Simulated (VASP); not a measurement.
# Ca (I4/mmm) in VASP: further runs

The runs below take Ca through single point, with r2SCAN+D3(BJ).

Program: VASP 6.6.1. These are calculated values, not measurements. Logs are shortened: lines on timing, memory, paths and dates and some standing lists are left out, and cuts for length are marked.

### 1 The cell of the first run

The structure is tetragonal, space group I4/mmm (No. 139). The conventional cell has a = 4.401 Å, b = 4.401 Å, c = 4.387 Å, α = 90.00°, β = 90.00°, γ = 90.00°. Ca (site symmetry 4/mmm) has 14 Ca at 3.81 to 4.40 Å within 5.0 Å.

This isn't the form of Ca at room conditions, which is fcc.

### 2 Single point, r2SCAN+D3(BJ)

Input file POSCAR:

```
Ca
1.0
   -2.2006307227      2.2006307227      2.1934595422
    2.2006307227     -2.2006307227      2.1934595422
    2.2006307227      2.2006307227     -2.1934595422
Ca
1
Direct
    0.5000000000      0.5000000000      0.0000000000
```

Input file INCAR.step1:

```
SYSTEM = Ca
PREC = Accurate ; ENCUT = 520
ISMEAR = -1 ; SIGMA = 0.05
LREAL = .FALSE. ; LASPH = .TRUE.
NELM = 80 ; NBANDS = 11
GGA = PE ; ALGO = Normal
EDIFF = 1E-4 ; LWAVE = .TRUE.
LCHARG = .FALSE.
```

Input file INCAR.step2:

```
SYSTEM = Ca
PREC = Accurate ; ENCUT = 520
EDIFF = 1E-7 ; ISMEAR = -1
SIGMA = 0.05 ; LREAL = .FALSE.
LASPH = .TRUE. ; NELM = 80
ALGO = Normal ; ISIF = 2
LWAVE = .FALSE. ; LCHARG = .FALSE.
METAGGA = R2SCAN ; LMIXTAU = .TRUE.
IVDW = 12 ; VDW_S6 = 1.0
VDW_S8 = 0.78981345 ; VDW_A1 = 0.49484001
VDW_A2 = 5.73083694 ; NBANDS = 11
ISTART = 1
```

Input file KPOINTS:

```
regular mesh
0
G
  9 9 9
  0 0 0
```

Potentials or basis: VASP PAW PBE potentials, release 64 (Ca_sv).

On the command line:

```console
cat potpaw_PBE.64/Ca_sv/POTCAR > POTCAR
cp INCAR.step1 INCAR
mpirun -np 1 vasp_std > vasp.out
cp INCAR.step2 INCAR
mpirun -np 1 vasp_std > vasp.out
```

OUTCAR:

```text
SYSTEM = Ca
   PREC = Accurate
   ENCUT = 520
   EDIFF = 1E-7
   ISMEAR = -1
   LREAL = .FALSE.
   LASPH = .TRUE.
   NELM = 80
   ISIF = 2
   METAGGA = R2SCAN
   IVDW = 12
   ISTART = 1
 IVDW          = 12

 ion  position               nearest neighbor table
   1  0.500  0.500  0.000-

  LATTYP: Found a body centered tetragonal cell.
 ALAT       =     4.4012614454
 C/A-ratio  =     0.9967413067

  Lattice vectors:

 A1 = (  -2.2006307227,   2.2006307227,   2.1934595422)
 A2 = (   2.2006307227,  -2.2006307227,   2.1934595422)
 A3 = (   2.2006307227,   2.2006307227,  -2.1934595422)

Analysis of symmetry for initial positions (statically):
=====================================================================
 Subroutine PRICEL returns:
 Original cell was already a primitive cell.

 Routine SETGRP: Setting up the symmetry group for a
 body centered tetragonal supercell.

 Subroutine GETGRP returns: Found 16 space group operations
 (whereof 16 operations were pure point group operations)
 out of a pool of 16 trial point group operations.

The static configuration has the point symmetry D_4h.

Analysis of symmetry for dynamics (positions and initial velocities):
=====================================================================
 Subroutine PRICEL returns:
 Original cell was already a primitive cell.

 Routine SETGRP: Setting up the symmetry group for a
 body centered tetragonal supercell.

 Subroutine GETGRP returns: Found 16 space group operations
 (whereof 16 operations were pure point group operations)
 out of a pool of 16 trial point group operations.

The dynamic configuration has the point symmetry D_4h.

 Subroutine INISYM returns: Found 16 space group operations
 (whereof 16 operations are pure point group operations),
 and found     1 'primitive' translations

----------------------------------------------------------------------------------------

                                     Primitive cell

  volume of cell :      42.4897

  direct lattice vectors                    reciprocal lattice vectors
    -2.200630723  2.200630723  2.193459542     0.000000000  0.227207589  0.227950409
     2.200630723 -2.200630723  2.193459542     0.227207589  0.000000000  0.227950409
     2.200630723  2.200630723 -2.193459542     0.227207589  0.227207589  0.000000000

  length of vectors
     3.807468440  3.807468440  3.807468440     0.321845735  0.321845735  0.321320053

  position of ions in fractional coordinates (direct lattice)
     0.500000000  0.500000000  0.000000000

  ion indices of the primitive-cell ions
   primitive index   ion index
                 1           1

----------------------------------------------------------------------------------------

 KPOINTS: regular mesh

Automatic generation of k-mesh.
 Grid dimensions read from file:
 generate k-points for:    9    9    9

 Generating k-lattice:

  Cartesian coordinates                     Fractional coordinates (reciprocal lattice)
     0.000000000  0.025245288  0.025327823     0.111111111  0.000000000  0.000000000
     0.025245288  0.000000000  0.025327823     0.000000000  0.111111111  0.000000000
     0.025245288  0.025245288  0.000000000     0.000000000  0.000000000  0.111111111

  Length of vectors
     0.035760637  0.035760637  0.035702228

  Shift w.r.t. Gamma in fractional coordinates (k-lattice)
     0.000000000  0.000000000  0.000000000

 Subroutine IBZKPT returns following result:
 ===========================================

 Found     75 irreducible k-points:

 Following reciprocal coordinates:
            Coordinates               Weight
  0.000000  0.000000  0.000000      1.000000
  0.111111  0.000000 -0.000000      8.000000
  0.222222  0.000000 -0.000000      8.000000
  0.333333  0.000000  0.000000      8.000000
  0.444444  0.000000 -0.000000      8.000000
  0.111111  0.111111 -0.000000      8.000000
[... 16 lines left out ...]
 -0.333333  0.333333  0.000000      4.000000
  0.444444  0.444444 -0.000000      8.000000
 [... further k-points ...]
   k-points           NKPTS =     75   k-points in BZ     NKDIM =     75   number of bands    NBANDS=     11
   number of dos      NEDOS =    301   number of ions     NIONS =      1
   total plane-waves  NPLWV =  21952
   dimension x,y,z NGX =    28 NGY =   28 NGZ =   28
   dimension x,y,z NGXF=    56 NGYF=   56 NGZF=   56
   ions per type =               1
   NGX,Y,Z   is equivalent  to a cutoff of  12.23, 12.23, 12.23 a.u.
   NGXF,Y,Z  is equivalent  to a cutoff of  24.45, 24.45, 24.45 a.u.
 SYSTEM =  Ca
   PREC   = accura    normal or accurate (medium, high low for compatibility)
   ISTART =      1    job   : 0-new  1-cont  2-samecut
   ICHARG =      0    charge: 1-file 2-atom 10-const
   ISPIN  =      1    spin polarized calculation?
   LNONCOLLINEAR =      F non collinear calculations
   LSORBIT =      F    spin-orbit coupling
   LASPH  =      T    aspherical Exc in radial PAW
   ENCUT  =  520.0 eV  38.22 Ry    6.18 a.u.   7.08  7.08  7.08*2*pi/ulx,y,z
   NELM   =     80;   NELMIN=  2; NELMDL=  0     # of ELM steps
   EDIFF  = 0.1E-06   stopping-criterion for ELM
   LREAL  =      F    real-space projection
   EDIFFG = 0.1E-05   stopping-criterion for IOM
   NSW    =      0    number of steps for IOM
   IBRION =     -1    ionic relax: 0-MD 1-quasi-New 2-CG
   NFREE  =      0    steps in history (QN), initial steepest desc. (CG)
   ISIF   =      2    stress and relaxation
   ISYM   =      2    0-nonsym 1-usesym 2-fastsym
   POTIM  = 0.5000    time-step for ionic-motion
   TEBEG  =    0.0;   TEEND  =   0.0 temperature during run
   PSTRESS=    0.0 pullay stress
   NELECT =      10.0000    total number of electrons
   NUPDOWN=      -1.0000    fix difference up-down
   EMIN   =  10.00;   EMAX   =-10.00  energy-range for DOS
   EFERMI =   0.00;   METHOD = LEGACY
   ISMEAR =    -1;   SIGMA  =   0.05  broadening in eV -4-tet -1-fermi 0-gaus
   EFERMI_NEDOS =   21; number of points for ismear=-14 and -15
   IALGO  =     38    algorithm
   IMIX   =      4    mixing-type and parameters
     AMIX     =   0.40;   BMIX     =  1.00
     AMIX_MAG =   1.60;   BMIX_MAG =  1.00
  volume/ion in A,a.u.               =      42.49       286.73
  Fermi-wavevector in a.u.,A,eV,Ry     =   1.010757  1.910054 13.900122  1.021630
  Thomas-Fermi vector in A             =   2.143766
   LORBIT       =      0    0 simple, 1 ext, 2 COOP (PROOUT), +10 PAW based schemes
   METAGGA = R2SCAN    functional components
   LHFCALC =     F    Hartree Fock is set to
   AEXX    =    0.0000 exact exchange contribution
   IVDW    =    12    specifies the selected vdW correction
   LEPSILON=     F    determine dielectric tensor
   LRPA    =     F    only Hartree local field effects (RPA)
 non-spin polarized calculation
  energy-cutoff  :      520.00
  volume of cell :       42.49
 maximum number of plane-waves:      1158
   NGX = 15   NGY = 15   NGZ = 15

 number of electron      10.0000001 magnetization

 Free energy of the ion-electron system (eV)
  ---------------------------------------------------
  ext. energy  EPLUGINS =         0.00000000
  ---------------------------------------------------
  free energy    TOTEN  =        -7.02037283 eV

  energy without entropy =       -7.00820947  energy(sigma->0) =       -7.01429115

 E-fermi :   2.0311     XC(G=0):  -8.1957

 val. band max:        1.9718010616   @ k =   0.2222   0.2222   0.2222
 cond. band min:       2.0438346052   @ k =  -0.4444  -0.4444   0.2222
 fundamental gap:      0.0720335436
 Fermi energy:         2.0310747267

 k-point     1 :       0.0000    0.0000    0.0000
  band No.  band energies     occupation
      1     -41.8338      2.00000
      2     -21.8606      2.00000
      3     -21.8602      2.00000
      4     -21.8602      2.00000
      5      -2.2991      2.00000
      6       4.6621      0.00000
      7       4.6776      0.00000
      8       4.6776      0.00000
      9       5.7493      0.00000
     10       5.7686      0.00000
     11      12.7401      0.00000

 k-point     2 :       0.1111    0.0000   -0.0000
  band No.  band energies     occupation
      1     -41.8320      2.00000
      2     -21.8776      2.00000
      3     -21.8658      2.00000
      4     -21.8604      2.00000
      5      -2.0648      2.00000
      6       4.5206      0.00000
      7       4.5579      0.00000
      8       4.8436      0.00000
      9       5.6118      0.00000
     10       5.7586      0.00000
     11      12.3894      0.00000

 k-point     3 :       0.2222    0.0000   -0.0000
  band No.  band energies     occupation
      1     -41.8275      2.00000
      2     -21.9208      2.00000
      3     -21.8801      2.00000
      4     -21.8604      2.00000
      5      -1.3903      2.00000
      6       4.0056      0.00000
      7       4.1799      0.00000
      8       5.3395      0.00000
      9       5.5530      0.00000
     10       5.8000      0.00000
     11      10.8555      0.00000

 k-point     4 :       0.3333    0.0000    0.0000
  band No.  band energies     occupation
      1     -41.8223      2.00000
      2     -21.9692      2.00000
      3     -21.8962      2.00000
      4     -21.8605      2.00000
      5      -0.3663      2.00000
      6       3.1534      0.00000
      7       3.8411      0.00000
      8       5.6619      0.00000
      9       5.9116      0.00000
     10       6.0608      0.00000
     11       9.0868      0.00000
[... 239 lines left out ...]
 k-point    22 :      -0.4444    0.3333    0.0000
  band No.  band energies     occupation
      1     -41.8198      2.00000
      2     -21.9849      2.00000
      3     -21.9064      2.00000
      4     -21.8662      2.00000
      5       0.3613      2.00000
      6       2.6967      0.00000
      7       3.6462      0.00000
      8       5.6000      0.00000
      9       6.0122      0.00000
     10       6.5226      0.00000
     11       8.3494      0.00000

 k-point    23 :      -0.3333    0.3333    0.0000
  band No.  band energies     occupation
      1     -41.8224      2.00000
      2     -21.9690      2.00000
      3     -21.8963      2.00000
      4     -21.8600      2.00000
      5      -0.3722      2.00000
      6       3.1445      0.00000
      7       3.8589      0.00000
      8       5.6448      0.00000
      9       5.9112      0.00000
     10       6.0645      0.00000
     11       9.0688      0.00000

 k-point    24 :       0.4444    0.4444   -0.0000
  band No.  band energies     occupation
      1     -41.8181      2.00000
      2     -21.9987      2.00000
      3     -21.9132      2.00000
      4     -21.8663      2.00000
      5       1.3183      2.00000
      6       1.8970      1.87188
      7       3.5461      0.00000
      8       5.6077      0.00000
      9       6.0593      0.00000
     10       6.9208      0.00000
     11       7.7852      0.00000

 [... further k-points ...]

------------------------ aborting loop because EDIFF is reached ----------------------------------------

 Edisp (eV)   -0.10642

 E8    (eV) :    -0.0431

  FORCE on cell =-STRESS in cart. coord.  units (eV):
  Direction    XX          YY          ZZ          XY          YZ          ZX
  --------------------------------------------------------------------------------------
  -------------------------------------------------------------------------------------
  Total       0.00011     0.00011     0.00381     0.00000     0.00000     0.00000
  in kB       0.00425     0.00425     0.14361     0.00000     0.00000     0.00000
  external pressure =        0.05 kB  Pullay stress =        0.00 kB

 VOLUME and BASIS-vectors are now :
 -----------------------------------------------------------------------------
  energy-cutoff  :      520.00
  volume of cell :       42.49
      direct lattice vectors                 reciprocal lattice vectors
    -2.200630723  2.200630723  2.193459542     0.000000000  0.227207589  0.227950409
     2.200630723 -2.200630723  2.193459542     0.227207589  0.000000000  0.227950409
     2.200630723  2.200630723 -2.193459542     0.227207589  0.227207589  0.000000000

 POSITION                                       TOTAL-FORCE (eV/Angst)
 -----------------------------------------------------------------------------------
      0.00000      0.00000      2.19346        -0.000000     -0.000000     -0.000000
 -----------------------------------------------------------------------------------
    total drift:                                0.000000     -0.000000      0.000000

  FREE ENERGIE OF THE ION-ELECTRON SYSTEM (eV)
  ---------------------------------------------------
  free  energy   TOTEN  =        -7.1267944019 eV

  energy  without entropy=       -7.1146310430  energy(sigma->0) =       -7.12071272
```

It took 55 s on 1 thread of Intel Xeon 6975P-C (Granite Rapids), shared host; peak memory 0.19 GiB.

Results:

* Free energy: -7.1268 eV
* Pressure: 0.0 GPa
* Band gap on the k mesh: zero (bands 5 and 6 overlap by 0.30 eV)
* Dispersion energy per atom: -0.106 eV

Levels at points of the mesh, in eV from the Fermi level:
```
           k point  band 1  band 2  band 3  band 4  band 5  band 6  band 7  band 8  band 9  band 10
(0.00, 0.00, 0.00)  -43.86  -23.89  -23.89  -23.89   -4.33    2.63    2.65    2.65    3.72     3.74
```

Caveat: three body term missing; the PAW data sets were made with another functional, which shifts forces and pressure a little.

### 3 Single point, r2SCAN+D3(BJ)

This run uses another cell than the first one, of 42.72 Å³/atom.

Input file POSCAR:

```
Ca
1.0
   -2.2052049036      2.2052049036      2.1961148100
    2.2052049036     -2.2052049036      2.1961148100
    2.2052049036      2.2052049036     -2.1961148100
Ca
1
Direct
    0.5000000000      0.5000000000      0.0000000000
```

Input file INCAR.step1:

```
ALGO = Normal
EDIFF = 1E-4
ENCUT = 520
GGA = PE
ISMEAR = -1
LASPH = True
LCHARG = False
LREAL = False
LWAVE = True
NBANDS = 11
NELM = 60
PREC = Accurate
SIGMA = 0.05
```

Input file INCAR.step2:

```
ALGO = Normal
EDIFF = 1E-7
ENCUT = 520
ISIF = 2
ISMEAR = -1
ISTART = 1
IVDW = 12
LASPH = True
LCHARG = False
LMIXTAU = True
LREAL = False
LWAVE = False
METAGGA = R2SCAN
NBANDS = 11
NELM = 60
PREC = Accurate
SIGMA = 0.05
VDW_A1 = 0.49484001
VDW_A2 = 5.73083694
VDW_S6 = 1.0
VDW_S8 = 0.78981345
```

Input file KPOINTS:

```
k-points
0
Gamma
  9 9 9
```

Potentials or basis: VASP PAW PBE potentials, release 64 (Ca_sv).

On the command line:

```console
cat potpaw_PBE.64/Ca_sv/POTCAR > POTCAR
cp INCAR.step1 INCAR
mpirun -np 1 vasp_std > vasp.out
cp INCAR.step2 INCAR
mpirun -np 1 vasp_std > vasp.out
```

OUTCAR:

```text
EDIFF = 1E-7
   ENCUT = 520
   ISIF = 2
   ISMEAR = -1
   ISTART = 1
   IVDW = 12
   LASPH = True
   LREAL = False
   METAGGA = R2SCAN
   NELM = 60
   PREC = Accurate
 IVDW          = 12

 ion  position               nearest neighbor table
   1  0.500  0.500  0.000-

  LATTYP: Found a body centered tetragonal cell.
 ALAT       =     4.4104098072
 C/A-ratio  =     0.9958778916

  Lattice vectors:

 A1 = (  -2.2052049036,   2.2052049036,   2.1961148100)
 A2 = (   2.2052049036,  -2.2052049036,   2.1961148100)
[... 517 lines left out ...]

------------------------ aborting loop because EDIFF is reached ----------------------------------------

 Edisp (eV)   -0.10583

 E8    (eV) :    -0.0429

  FORCE on cell =-STRESS in cart. coord.  units (eV):
  Direction    XX          YY          ZZ          XY          YZ          ZX
  --------------------------------------------------------------------------------------
  -------------------------------------------------------------------------------------
  Total      -0.02643    -0.02643    -0.02139     0.00000    -0.00000     0.00000
  in kB      -0.99123    -0.99123    -0.80243     0.00000    -0.00000     0.00000
  external pressure =       -0.93 kB  Pullay stress =        0.00 kB

 VOLUME and BASIS-vectors are now :
 -----------------------------------------------------------------------------
  energy-cutoff  :      520.00
  volume of cell :       42.72
      direct lattice vectors                 reciprocal lattice vectors
    -2.205204904  2.205204904  2.196114810     0.000000000  0.226736300  0.227674800
     2.205204904 -2.205204904  2.196114810     0.226736300  0.000000000  0.227674800
     2.205204904  2.205204904 -2.196114810     0.226736300  0.226736300  0.000000000

 POSITION                                       TOTAL-FORCE (eV/Angst)
 -----------------------------------------------------------------------------------
      0.00000      0.00000      2.19611         0.000000     -0.000000      0.000000
 -----------------------------------------------------------------------------------
    total drift:                                0.000000     -0.000000      0.000000

  FREE ENERGIE OF THE ION-ELECTRON SYSTEM (eV)
  ---------------------------------------------------
  free  energy   TOTEN  =        -7.1268042356 eV

  energy  without entropy=       -7.1147373892  energy(sigma->0) =       -7.12077081
```

OUTCAR.step1:

```text
EDIFF = 1E-4
   ENCUT = 520
   GGA = PE
   ISMEAR = -1
   LASPH = True
[... 551 lines left out ...]

 POSITION                                       TOTAL-FORCE (eV/Angst)
 -----------------------------------------------------------------------------------
      0.00000      0.00000      2.19611        -0.000000     -0.000000     -0.000000
 -----------------------------------------------------------------------------------
    total drift:                                0.000000     -0.000000      0.000000

  FREE ENERGIE OF THE ION-ELECTRON SYSTEM (eV)
  ---------------------------------------------------
  free  energy   TOTEN  =        -1.9178960717 eV

  energy  without entropy=       -1.9028590762  energy(sigma->0) =       -1.91037757
```

OSZICAR.step1:

```text
N       E                     dE             d eps       ncg     rms          rms(c)
DAV:   1     0.715206708503E+02    0.71521E+02   -0.53815E+03  1650   0.806E+02
DAV:   2     0.145243393718E+01   -0.70068E+02   -0.69450E+02  1818   0.221E+02
DAV:   3    -0.173886205865E+01   -0.31913E+01   -0.31559E+01  2837   0.398E+01
DAV:   4    -0.192443962794E+01   -0.18558E+00   -0.18481E+00  2107   0.526E+00
DAV:   5    -0.192593922470E+01   -0.14996E-02   -0.14994E-02  2312   0.628E-01    0.222E+00
DAV:   6    -0.191928518968E+01    0.66540E-02   -0.11164E-02  2040   0.114E+00    0.136E+00
DAV:   7    -0.191830791051E+01    0.97728E-03   -0.17397E-02  1879   0.151E+00    0.100E-01
DAV:   8    -0.191787668598E+01    0.43122E-03   -0.18386E-03  1954   0.420E-01    0.195E-02
DAV:   9    -0.191789607165E+01   -0.19386E-04   -0.86425E-05  1754   0.766E-02
   1 F= -.19178961E+01 E0= -.19103776E+01  d E =-.150370E-01
```

Run time: 56 s. Hardware: 1 thread of Intel Xeon 6975P-C (Granite Rapids), shared host; peak memory 0.19 GiB.

What came out:

| Property | Result |
| --- | --- |
| Free energy | -7.1268 eV |
| Pressure | -0.1 GPa |
| Band gap on the k mesh | zero (bands 5 and 6 overlap by 0.30 eV) |
| Dispersion energy per atom | -0.106 eV |

Levels at points of the mesh, in eV from the Fermi level:
```tsv
k point	band 3	band 4	band 5	band 6	band 7	band 8
(0.00, 0.00, 0.00)	-23.91	-23.91	-4.32	2.62	2.64	2.64
```

Caveat: three body term missing; the PAW data sets were made with another functional, which shifts forces and pressure a little.
